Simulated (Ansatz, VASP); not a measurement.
MgO: VASP beside Ansatz

```xyz
4
Lattice="2.1442 2.1442 0.0000 -2.1442 2.1442 0.0000 0.0000 0.0000 4.1559" Properties=species:S:1:pos:R:3 pbc="T T T"
Mg    0.0000    0.0000    0.0000
Mg    0.0000    2.1442    2.0779
O     0.0000    2.1442    0.0000
O     0.0000    0.0000    2.0779
```

Alike in both runs: task single point; functional r2SCAN; k mesh 8 × 8 × 6; occupations gaussian, width 0.02 eV; no spin polarisation.

|  | VASP | Ansatz |
| --- | --- | --- |
| version | VASP 6.6.1 | Ansatz 0.2.0 |
| potentials or method | VASP PAW PBE potentials, release 64 (Mg, O), cutoff 520 eV | scalar-relativistic, plane waves, PAW |
| valence electrons in the cell | 16 | 32 |

|  | VASP | Ansatz | Ansatz less VASP |
| --- | --- | --- | --- |
| gap on the k mesh at the Fermi level (eV) | 5.35 | 5.37 | +0.025 |
| least direct gap on the mesh (eV) | 5.35 | 5.37 | +0.025 |
| pressure (GPa) | -5.2 | -4.1 | +1.12 |
| traceless stress, the component that is largest in VASP (GPa) | 4.04 | 4.08 | +0.047 |

VASP's potentials were made for PBE, not for r2SCAN. The functional is the same, so the differences come from potentials, cutoffs and numerics. VASP's potentials hold 16 valence electrons a cell and Ansatz's 32, so a difference there can come from the potentials and not from the codes.
